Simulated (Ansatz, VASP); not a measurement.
Se in VASP and in Ansatz

```
Se
1.0
     5.50973    0.00000    0.00000
     0.00000    5.50973    0.00000
     0.00000    0.00000    5.50973
Se
8
Direct
  0.50000 0.50000 0.50000
  0.00000 0.00000 0.00000
  0.25000 0.00000 0.50000
  0.50000 0.25000 0.00000
  0.50000 0.75000 0.00000
  0.75000 0.00000 0.50000
  0.00000 0.50000 0.75000
  0.00000 0.50000 0.25000
```

Alike in both runs: functional r2SCAN; k mesh 4 × 4 × 4; occupations gaussian, width 0.1 eV; no spin polarisation.

Ansatz relaxed the structure, and its values are those at the end. VASP's run is a single point on that final structure, the one shown.

```csv
,VASP,Ansatz
version,VASP 6.6.1,Ansatz 0.2.0
potentials or method,"VASP PAW PBE potentials, release 64 (Se), cutoff 520 eV","scalar-relativistic, plane waves, PAW"
valence electrons in the cell,48,128
```

|  | VASP | Ansatz | Ansatz less VASP |
| --- | --- | --- | --- |
| gap on the k mesh at the Fermi level (eV) | none | none | - |
| pressure (GPa) | -0.1 | -0.1 | +0.08 |

VASP's potentials were made for PBE, not for r2SCAN. A gap of «none» marks a metal or a gap that the smearing closes. VASP's potentials hold 48 valence electrons a cell and Ansatz's 128, so a difference there can come from the potentials and not from the codes.
